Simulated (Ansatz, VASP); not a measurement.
## Two plane-wave programs on Al2RuN3

```xyz
12
Lattice="3.1319 -0.2666 -0.0528 -1.1369 5.4045 0.1154 -1.4463 -0.6104 8.8436" Properties=species:S:1:pos:R:3 pbc="T T T"
Al   -0.0090    2.4994    3.6139
Al   -1.4423    3.8396    7.5586
Al    1.3597    0.2750    2.1263
Al    1.3990    0.8686    5.9469
Ru   -1.4161    4.6406    4.9020
Ru   -1.6327    0.6511    8.8535
N    -1.8617    2.0237    7.6346
N     1.5629    2.1759    4.6159
N    -0.1212    1.4198    2.0953
N     0.1794    4.4753    6.7833
N     1.2966   -0.1036    0.2636
N     0.1226    4.3609    3.5184
```

Change from the starting cell: the structure that the rattled cell fell into.

Alike in both runs: functional PBE; k mesh 6 × 4 × 2; occupations gaussian, width 0.1 eV; no spin polarisation.

Ansatz relaxed the structure, and its values are those at the end. VASP's run is a single point on that final structure, the one shown.

```csv
,VASP,Ansatz
version,VASP 6.6.1,Ansatz 0.2.0
potentials or method,"VASP PAW PBE potentials, release 64 (Al, Ru_pv, N), cutoff 520 eV","scalar-relativistic, plane waves, PAW"
valence electrons in the cell,70,74
```

VASP gave:

```
gap on the k mesh at the Fermi level (eV) : none
pressure (GPa)                            : 0.0
rms of the force components (eV/Å)        : 0.019
```

Task: Which values does Ansatz return?

Result: gap on the k mesh at the Fermi level (eV): none; pressure (GPa): 0.1; rms of the force components (eV/Å): 0.012.

A gap of «none» marks a metal or a gap that the smearing closes. VASP's potentials hold 70 valence electrons a cell and Ansatz's 74, so a difference there can come from the potentials and not from the codes.
